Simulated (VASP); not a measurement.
SiNi, 20 atoms in the cell. The cell holds a disordered packing, 20 atoms: a = 6.390 Å, b = 6.263 Å, c = 6.246 Å, α = 88.77°, β = 91.07°, γ = 91.82°. 

- Program: VASP 6.6.1
- Task: single point
- Functional: PBE
- Potentials or basis: VASP PAW PBE potentials, release 64 (Si, Ni)
- Cutoff: 520 eV
- k mesh: 2 × 2 × 2, shifted
- Occupations: gaussian, width 0.1 eV
- Spin: no spin polarisation
- Dipole correction: no
- Further INCAR settings: LREAL = Auto; ALGO = Normal; EDIFF = 1e-06; NBANDS = 86; ISYM = 0

Potentials or basis: VASP PAW PBE potentials, release 64 (Si, Ni).

Launch:

```sh
$ cat potpaw_PBE.64/Si/POTCAR potpaw_PBE.64/Ni/POTCAR > POTCAR
$ mpirun -np 1 vasp_std > vasp.out
```

Hardware: 1 thread of AMD EPYC 9R45 96-Core Processor (Zen 5) (shared host).

Question: How long does it take, and how much memory?

Answer: Wall time 120 s on 1 thread of AMD EPYC 9R45 96-Core Processor (Zen 5), on a shared host, peak memory 0.31 GiB. Counts: scf iterations 22, k points 4.
